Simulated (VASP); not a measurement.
# PtSe2 (Sudovikovite) (P-3m1) in VASP: a series of runs

PtSe2 (Sudovikovite) is run at these levels: PBE, PBEsol; tasks: relaxation of cell and atoms.

All numbers are computed with VASP 6.6.1; they aren't measurements. Logs are shortened: lines on timing, memory, paths and dates and some standing lists are left out, and cuts for length are marked.

**1. The cell of the first run**

The structure is trigonal, space group P-3m1 (No. 164). The conventional cell has a = 3.724 Å, b = 3.724 Å, c = 5.062 Å, α = 90.00°, β = 90.00°, γ = 120.00°. Within 3.3 Å of Pt (site symmetry -3m) lie 6 Se at 2.49 Å. Se (site symmetry 3m) has 3 Pt at 2.49 Å within 3.3 Å.

**2. Relaxation of cell and atoms, PBE**

INCAR reads:

```
ALGO = Normal
EDIFF = 1E-6
EDIFFG = -0.02
ENCUT = 600
GGA = PE
IBRION = 2
ISIF = 3
ISMEAR = -1
LASPH = T
LCHARG = F
LREAL = F
LWAVE = F
NELM = 60
NSW = 80
PREC = Accurate
SIGMA = 0.15
```

KPOINTS reads:

```
k-points
0
Gamma
  10 10 7
```

POSCAR reads:

```
PtSe2
1.0
    3.7240000000      0.0000000000      0.0000000000
   -1.8620000000      3.2250790000      0.0000000000
    0.0000000000      0.0000000000      5.0620000000
Pt Se
1 2
Direct
    0.0000000000      0.0000000000      0.0000000000
    0.3333333333      0.6666666667      0.2500000000
    0.6666666667      0.3333333333      0.7500000000
```

Potentials or basis: VASP PAW PBE potentials, release 64 (Pt, Se).

Started as:

```bash
$ cat potpaw_PBE.64/Pt/POTCAR potpaw_PBE.64/Se/POTCAR > POTCAR
$ mpirun -np 1 vasp_std > vasp.out
```

OUTCAR:

```text
EDIFF = 1E-6
   EDIFFG = -0.02
   ENCUT = 600
   GGA = PE
   IBRION = 2
   ISIF = 3
   ISMEAR = -1
   LASPH = T
   LREAL = F
   NELM = 60
   NSW = 80
   PREC = Accurate

 ion  position               nearest neighbor table
   1  0.000  0.000  0.000-   2 2.49   3 2.49   3 2.49   2 2.49   3 2.49   2 2.49
   2  0.333  0.667  0.250-   1 2.49   1 2.49   1 2.49
   3  0.667  0.333  0.750-   1 2.49   1 2.49   1 2.49

  LATTYP: Found a hexagonal cell.
 ALAT       =     3.7240000000
 C/A-ratio  =     1.3592910849

  Lattice vectors:

 A1 = (   3.7240000000,   0.0000000000,   0.0000000000)
 A2 = (  -1.8620000000,   3.2250790000,   0.0000000000)
 A3 = (   0.0000000000,   0.0000000000,   5.0620000000)

Analysis of symmetry for initial positions (statically):
=====================================================================
 Subroutine PRICEL returns:
 Original cell was already a primitive cell.

 Routine SETGRP: Setting up the symmetry group for a
 hexagonal supercell.

 Subroutine GETGRP returns: Found 12 space group operations
 (whereof 12 operations were pure point group operations)
 out of a pool of 24 trial point group operations.

The static configuration has the point symmetry D_3d.

Analysis of symmetry for dynamics (positions and initial velocities):
=====================================================================
 Subroutine PRICEL returns:
 Original cell was already a primitive cell.

 Routine SETGRP: Setting up the symmetry group for a
 hexagonal supercell.

 Subroutine GETGRP returns: Found 12 space group operations
 (whereof 12 operations were pure point group operations)
 out of a pool of 24 trial point group operations.

The dynamic configuration has the point symmetry D_3d.

 Subroutine INISYM returns: Found 12 space group operations
 (whereof 12 operations are pure point group operations),
 and found     1 'primitive' translations

----------------------------------------------------------------------------------------

                                     Primitive cell

  volume of cell :      60.7956

  direct lattice vectors                    reciprocal lattice vectors
     3.724000000  0.000000000  0.000000000     0.268528464  0.155034962  0.000000000
    -1.862000000  3.225079000  0.000000000     0.000000000  0.310069924  0.000000000
     0.000000000  0.000000000  5.062000000     0.000000000  0.000000000  0.197550375

  length of vectors
     3.724000000  3.724000343  5.062000000     0.310069952  0.310069924  0.197550375

  position of ions in fractional coordinates (direct lattice)
     0.000000000  0.000000000  0.000000000
     0.333333333  0.666666667  0.250000000
     0.666666667  0.333333333  0.750000000

  ion indices of the primitive-cell ions
   primitive index   ion index
                 1           1
                 2           2
                 3           3

----------------------------------------------------------------------------------------

 KPOINTS: k-points

Automatic generation of k-mesh.
 Grid dimensions read from file:
 generate k-points for:   10   10    7

 Generating k-lattice:

  Cartesian coordinates                     Fractional coordinates (reciprocal lattice)
     0.026852846  0.015503496  0.000000000     0.100000000 -0.000000000  0.000000000
     0.000000000  0.031006992  0.000000000     0.000000000  0.100000000  0.000000000
     0.000000000  0.000000000  0.028221482     0.000000000  0.000000000  0.142857143

  Length of vectors
     0.031006995  0.031006992  0.028221482

  Shift w.r.t. Gamma in fractional coordinates (k-lattice)
     0.000000000  0.000000000  0.000000000

 Subroutine IBZKPT returns following result:
 ===========================================

 Found     80 irreducible k-points:

 Following reciprocal coordinates:
            Coordinates               Weight
  0.000000  0.000000  0.000000      1.000000
  0.100000  0.000000  0.000000      6.000000
  0.200000  0.000000  0.000000      6.000000
  0.300000  0.000000  0.000000      6.000000
  0.400000  0.000000  0.000000      6.000000
  0.500000  0.000000  0.000000      3.000000
[... 16 lines left out ...]
  0.000000  0.400000  0.142857      6.000000
  0.500000  0.000000  0.142857      6.000000
 [... further k-points ...]
   k-points           NKPTS =     80   k-points in BZ     NKDIM =     80   number of bands    NBANDS=     15
   number of dos      NEDOS =    301   number of ions     NIONS =      3
   total plane-waves  NPLWV =  36000
   dimension x,y,z NGX =    30 NGY =   30 NGZ =   40
   dimension x,y,z NGXF=    60 NGYF=   60 NGZF=   80
   ions per type =               1   2
   NGX,Y,Z   is equivalent  to a cutoff of  13.39, 13.39, 13.14 a.u.
   NGXF,Y,Z  is equivalent  to a cutoff of  26.79, 26.79, 26.27 a.u.
 SYSTEM =  unknown system
   PREC   = accura    normal or accurate (medium, high low for compatibility)
   ISTART =      0    job   : 0-new  1-cont  2-samecut
   ICHARG =      2    charge: 1-file 2-atom 10-const
   ISPIN  =      1    spin polarized calculation?
   LNONCOLLINEAR =      F non collinear calculations
   LSORBIT =      F    spin-orbit coupling
   LASPH  =      T    aspherical Exc in radial PAW
   ENCUT  =  600.0 eV  44.10 Ry    6.64 a.u.   7.44  7.44 10.11*2*pi/ulx,y,z
   NELM   =     60;   NELMIN=  2; NELMDL= -5     # of ELM steps
   EDIFF  = 0.1E-05   stopping-criterion for ELM
   LREAL  =      F    real-space projection
   EDIFFG = -.2E-01   stopping-criterion for IOM
   NSW    =     80    number of steps for IOM
   IBRION =      2    ionic relax: 0-MD 1-quasi-New 2-CG
   NFREE  =      1    steps in history (QN), initial steepest desc. (CG)
   ISIF   =      3    stress and relaxation
   ISYM   =      2    0-nonsym 1-usesym 2-fastsym
   POTIM  = 0.5000    time-step for ionic-motion
   TEBEG  =    0.0;   TEEND  =   0.0 temperature during run
   PSTRESS=    0.0 pullay stress
   NELECT =      22.0000    total number of electrons
   NUPDOWN=      -1.0000    fix difference up-down
   EMIN   =  10.00;   EMAX   =-10.00  energy-range for DOS
   EFERMI =   0.00;   METHOD = LEGACY
   ISMEAR =    -1;   SIGMA  =   0.15  broadening in eV -4-tet -1-fermi 0-gaus
   EFERMI_NEDOS =   21; number of points for ismear=-14 and -15
   IALGO  =     38    algorithm
   IMIX   =      4    mixing-type and parameters
     AMIX     =   0.40;   BMIX     =  1.00
     AMIX_MAG =   1.60;   BMIX_MAG =  1.00
  volume/ion in A,a.u.               =      20.27       136.76
  Fermi-wavevector in a.u.,A,eV,Ry     =   1.166608  2.204570 18.517183  1.360975
  Thomas-Fermi vector in A             =   2.303119
   LORBIT       =      0    0 simple, 1 ext, 2 COOP (PROOUT), +10 PAW based schemes
   GGA     = PE    functional components
   LHFCALC =     F    Hartree Fock is set to
   AEXX    =    0.0000 exact exchange contribution
   IVDW    =     0    specifies the selected vdW correction
   LEPSILON=     F    determine dielectric tensor
   LRPA    =     F    only Hartree local field effects (RPA)
 conjugate gradient relaxation of ions
 non-spin polarized calculation
  energy-cutoff  :      600.00
  volume of cell :       60.80
 maximum number of plane-waves:      2053
 NGX is ok and might be reduce to    30
   NGX = 15   NGY = 15   NGZ = 21

--------------------------------------- Ionic step        1  -------------------------------------------

 number of electron      22.0000000 magnetization

 Free energy of the ion-electron system (eV)
  ---------------------------------------------------
  ext. energy  EPLUGINS =         0.00000000
  ---------------------------------------------------
  free energy    TOTEN  =       -14.21058148 eV

  energy without entropy =      -14.15927065  energy(sigma->0) =      -14.18492607

------------------------ aborting loop because EDIFF is reached ----------------------------------------

  FORCE on cell =-STRESS in cart. coord.  units (eV):
  Direction    XX          YY          ZZ          XY          YZ          ZX
  --------------------------------------------------------------------------------------
  -------------------------------------------------------------------------------------
  Total        3.0704485      3.0704493      2.2419705      0.0000000      0.0000000      0.0000000
  in kB       80.9170857     80.9171056     59.0837845      0.0000000      0.0000000      0.0000000
  external PRESSURE =      73.6393253 kB  Pullay stress =       0.0000000 kB

 VOLUME and BASIS-vectors are now :
 -----------------------------------------------------------------------------
  energy-cutoff  :      600.00
  volume of cell :       60.80
      direct lattice vectors                 reciprocal lattice vectors
     3.724000000  0.000000000  0.000000000     0.268528464  0.155034962  0.000000000
    -1.862000000  3.225079000  0.000000000     0.000000000  0.310069924  0.000000000
     0.000000000  0.000000000  5.062000000     0.000000000  0.000000000  0.197550375
[... 951 lines left out ...]
 k-point    24 :       0.5000    0.0000    0.1429
  band No.  band energies     occupation
      1      -8.2940      2.00000
      2      -8.1752      2.00000
      3      -1.7076      2.00000
      4      -0.2720      2.00000
      5       0.2283      2.00000
      6       0.8844      2.00000
      7       1.9433      2.00000
      8       1.9725      2.00000
      9       2.1803      2.00000
     10       2.2361      2.00000
     11       2.6011      2.00000
     12       6.2416      0.00110
     13       7.0689      0.00000
     14       9.2963      0.00000
     15      10.6727      0.00000

 [... further k-points ...]

[... ionic steps 4 to 41 ...]

--------------------------------------- Ionic step       42  -------------------------------------------

 number of electron      22.0000006 magnetization

------------------------ aborting loop because EDIFF is reached ----------------------------------------

  FORCE on cell =-STRESS in cart. coord.  units (eV):
  Direction    XX          YY          ZZ          XY          YZ          ZX
  --------------------------------------------------------------------------------------
  -------------------------------------------------------------------------------------
  Total       -0.0964664     -0.0964664      0.0868935      0.0000000      0.0000000      0.0000000
  in kB       -2.0991632     -2.0991638      1.8908506      0.0000000      0.0000000      0.0000000
  external PRESSURE =      -0.7691588 kB  Pullay stress =       0.0000000 kB

 VOLUME and BASIS-vectors are now :
 -----------------------------------------------------------------------------
  energy-cutoff  :      600.00
  volume of cell :       73.63
      direct lattice vectors                 reciprocal lattice vectors
     3.767677588 -0.000000000 -0.000000000     0.265415492  0.153237686 -0.000000000
    -1.883838794  3.262904914  0.000000000     0.000000000  0.306475373 -0.000000000
    -0.000000000  0.000000000  5.989111446     0.000000000 -0.000000000  0.166969676
[... 38 lines left out ...]
 POSITION                                       TOTAL-FORCE (eV/Angst)
 -----------------------------------------------------------------------------------
      0.00000      0.00000      0.00000        -0.000000      0.000000     -0.000000
     -0.00000      2.17397      1.29786        -0.000000      0.000000      0.016444
      1.88272      1.08699      4.70877         0.000000     -0.000000     -0.016444
 -----------------------------------------------------------------------------------
    total drift:                                0.000000      0.000000     -0.000000

  FREE ENERGIE OF THE ION-ELECTRON SYSTEM (eV)
  ---------------------------------------------------
  free  energy   TOTEN  =       -14.3022160161 eV

  energy  without entropy=      -14.2795221902  energy(sigma->0) =      -14.29086910

--------------------------------------- Ionic step       44  -------------------------------------------

 number of electron      22.0000002 magnetization

 Free energy of the ion-electron system (eV)
  ---------------------------------------------------
  ext. energy  EPLUGINS =         0.00000000
  ---------------------------------------------------
  free energy    TOTEN  =       -14.30252797 eV

  energy without entropy =      -14.28065519  energy(sigma->0) =      -14.29159158

 E-fermi :   4.2146     XC(G=0):  -9.4392

 val. band max:        3.8796025415   @ k =   0.1000   0.1000   0.0000
 cond. band min:       4.5144732966   @ k =   0.0000   0.3000   0.2857
 fundamental gap:      0.6348707551
 Fermi energy:         4.2146213190

 k-point     1 :       0.0000    0.0000    0.0000
  band No.  band energies     occupation
      1     -10.5680      2.00000
      2      -8.6393      2.00000
      3      -1.8712      2.00000
      4      -1.6192      2.00000
      5      -1.6192      2.00000
      6       0.6298      2.00000
      7       0.6298      2.00000
      8       2.0075      2.00000
      9       3.3851      1.99210
     10       3.3851      1.99210
     11       3.7776      1.89705
     12       6.2142      0.00000
     13       6.2142      0.00000
     14       7.9612      0.00000
     15       8.7481      0.00000
[... 436 lines left out ...]
 POSITION                                       TOTAL-FORCE (eV/Angst)
 -----------------------------------------------------------------------------------
      0.00000      0.00000      0.00000         0.000000      0.000000      0.000000
     -0.00000      2.17138      1.30241         0.000000     -0.000000     -0.006596
      1.88047      1.08569      4.73925        -0.000000      0.000000      0.006596
 -----------------------------------------------------------------------------------
    total drift:                                0.000000     -0.000000      0.000000

  FREE ENERGIE OF THE ION-ELECTRON SYSTEM (eV)
  ---------------------------------------------------
  free  energy   TOTEN  =       -14.3025279653 eV

  energy  without entropy=      -14.2806551905  energy(sigma->0) =      -14.29159158

 reached required accuracy - stopping structural energy minimisation
```

Wall time 27 min (1 thread of Intel Xeon Platinum 8488C (Sapphire Rapids), shared host); peak memory 0.27 GiB.

What came out:

| Quantity | Value |
| --- | --- |
| Free energy | -14.3025 eV |
| Relaxed volume | 24.67 Å³/atom |
| Relaxed cell | a = 3.761 Å, b = 3.761 Å, c = 6.042 Å, α = 90.00°, β = 90.00°, γ = 120.00° |
| Space group after relaxing (to 0.05 Å) | P-3m1 (No. 164) |
| Energy gained by relaxing | 30.6 meV/atom |
| Ionic steps | 44 |
| Pressure after relaxing | -0.1 GPa |
| Largest force after relaxing | 0.007 eV/Å |
| Band gap on the k mesh | 0.63 eV, indirect (least direct gap 0.97 eV) |

Forces on the atoms (eV/Å):
```
Pt   0.000  0.000  0.000
Se   0.000  0.000 -0.007
Se   0.000  0.000  0.007
```

Step by step:
| step | energy change (eV) | largest force (eV/Å) | pressure (GPa) | volume (Å³) |
| --- | --- | --- | --- | --- |
| 1 | 0.0000 | 0.5932 | 7.36 | 60.80 |
| 3 | -0.0750 | 0.1198 | -0.02 | 63.97 |
| 5 | -0.0750 | 0.0948 | 0.24 | 63.84 |
| 7 | -0.0782 | 0.0243 | 0.15 | 64.47 |
| 9 | -0.0792 | 0.0436 | 0.10 | 65.07 |
| 11 | -0.0825 | 0.0247 | -0.29 | 65.97 |
| 13 | -0.0847 | 0.1186 | -0.69 | 67.36 |
| 15 | -0.0861 | 0.0329 | 0.49 | 67.77 |
| 17 | -0.0866 | 0.0551 | 0.13 | 67.70 |
| 19 | -0.0876 | 0.0154 | 0.19 | 68.16 |
| 21 | -0.0885 | 0.0093 | -0.01 | 69.14 |
| 23 | -0.0885 | 0.0029 | -0.08 | 69.21 |
| 25 | -0.0889 | 0.0181 | -0.12 | 69.54 |
| 27 | -0.0891 | 0.1091 | -0.24 | 70.96 |
| 29 | -0.0895 | 0.0543 | -0.08 | 70.32 |
| 31 | -0.0896 | 0.0186 | 0.26 | 70.44 |
| 33 | -0.0898 | 0.0266 | 0.15 | 70.50 |
| 35 | -0.0907 | 0.0138 | 0.22 | 71.40 |
| 37 | -0.0910 | 0.0652 | 0.28 | 72.79 |
| 39 | -0.0913 | 0.0336 | -0.04 | 73.55 |
| 41 | -0.0913 | 0.0318 | -0.06 | 73.59 |
| 43 | -0.0916 | 0.0164 | -0.06 | 73.75 |
| 44 | -0.0919 | 0.0066 | -0.08 | 74.01 |

Final structure:
```xyz
3
Lattice="3.7609 0.0000 0.0000 -1.8805 3.2571 0.0000 0.0000 0.0000 6.0417" Properties=species:S:1:pos:R:3 pbc="T T T"
Pt    0.0000    0.0000    0.0000
Se    0.0000    2.1714    1.3024
Se    1.8805    1.0857    4.7393
```

Caveat: the volume moved by over 15 % at a fixed basis, so the end points are rough; spin-orbit coupling is left out, which moves the levels of the heavy elements; this functional lacks dispersion, which binds the layers, so the pressure and a relaxed spacing across them are unreliable; the volume moved by +22 % from the deposited cell, more than functionals usually miss. Zero-point motion and thermal expansion aren't in these numbers.

(Continued in part 2 of 2.)
